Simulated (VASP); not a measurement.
Write the native input for VASP 6.6.1 that does the following.

| Property | Result |
| --- | --- |
| Task | single point |
| Functional | PBE |
| Potentials or basis | VASP PAW PBE potentials, release 64 (Cu, O) |
| Cutoff | 600 eV |
| k mesh | 10 × 10 × 10 |
| Occupations | fermi-dirac, width 0.05 eV |
| Spin | no spin polarisation |
| Dipole correction | no |
| Further INCAR settings | ALGO = Normal; EDIFF = 1e-06; NBANDS = 16 |

The structure of CuO lies in POSCAR:

```
CuO
1.0
    2.5004431193      0.0000000000      0.0000000000
    0.0000000000      2.5004431193      0.0000000000
    0.0000000000      0.0000000000      2.5004431193
Cu O
1 1
Direct
    0.0000000000      0.0000000000      0.0000000000
    0.5000000000      0.5000000000      0.5000000000
```

The input as run:

INCAR

```
SYSTEM = CuO
PREC = Accurate
ENCUT = 600
EDIFF = 1E-6
ISMEAR = -1
SIGMA = 0.05
LREAL = .FALSE.
LASPH = .TRUE.
NELM = 120
ALGO = Normal
ISIF = 2
LWAVE = .FALSE.
LCHARG = .FALSE.
GGA = PE
NBANDS = 16
GGA_COMPAT = .FALSE.
```

KPOINTS

```
regular mesh
0
G
  10 10 10
  0 0 0
```

Potentials or basis: VASP PAW PBE potentials, release 64 (Cu, O).

Launch:

```console
$ cat potpaw_PBE.64/Cu/POTCAR potpaw_PBE.64/O/POTCAR > POTCAR
$ mpirun -np 1 vasp_std > vasp.out
```

It gave:

```
Pressure               : 39.9 GPa
Band gap on the k mesh : zero (an odd number of electrons rules out a gap without spin polarisation)
```

Caveat: the cell stands under pressure; an odd number of electrons without spin polarisation forces a metal; a magnetic or distorted state may lie lower; semilocal functionals often make such compounds metallic where correlation or magnetic order opens a gap, which also shifts bond lengths.

Run time: 6.3 s on 1 thread of Intel(R) Xeon(R) 6975P-C (Granite Rapids), on a shared host, peak memory 0.13 GiB.
